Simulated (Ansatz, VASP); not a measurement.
# BaF2 in VASP and in Ansatz

```
Ba F
1.0
     0.00000    3.03394    3.03394
     3.03394    0.00000    3.03394
     3.03394    3.03394    0.00000
Ba F
1 2
Direct
  0.00000 0.00000 0.00000
  0.25000 0.25000 0.25000
  0.75000 0.75000 0.75000
```

Alike in both runs: task single point; functional r2SCAN; k mesh 6 × 6 × 6; no spin polarisation.

```csv
,VASP,Ansatz
version,VASP 6.6.1,Ansatz 0.2.0
potentials or method,"VASP PAW PBE potentials, release 64 (Ba_sv, F)","plane waves, PAW"
plane-wave cutoff (eV),660,500
occupations,"gaussian, width 0.01 eV",fixed
valence electrons in the cell,24,24
```

|  | VASP | Ansatz | Ansatz less VASP |
| --- | --- | --- | --- |
| gap on the k mesh at the Fermi level (eV) | 7.63 | 7.71 | +0.086 |
| pressure (GPa) | 5.6 | 4.4 | -1.22 |

VASP's potentials were made for PBE, not for r2SCAN.

Neither program's run includes spin-orbit coupling.
